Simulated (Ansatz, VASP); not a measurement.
# ScZn: VASP beside Ansatz

```
CELL_PARAMETERS angstrom
3.39408 0.00000 0.00000
0.00000 3.39408 0.00000
0.00000 0.00000 3.39408
ATOMIC_POSITIONS crystal
Sc 0.00000 0.00000 0.00000
Zn 0.50000 0.50000 0.50000
```

Change from the starting cell: volume scaled by 1.04.

Alike in both runs: task single point; functional PBEsol; k mesh 10 × 10 × 10; occupations fermi-dirac, width 0.03 eV; no spin polarisation.

```csv
,VASP,Ansatz
version,VASP 6.6.1,Ansatz 0.2.0
potentials or method,"VASP PAW PBE potentials, release 64 (Sc_sv, Zn), cutoff 520 eV","all-electron LAPW, scalar-relativistic"
```

|  | VASP | Ansatz | Ansatz less VASP |
| --- | --- | --- | --- |
| pressure (GPa) | -5.6 | -5.8 | -0.18 |

VASP's potentials were made for PBE, not for PBEsol. Ansatz ran all-electron here, and VASP with PAW potentials.
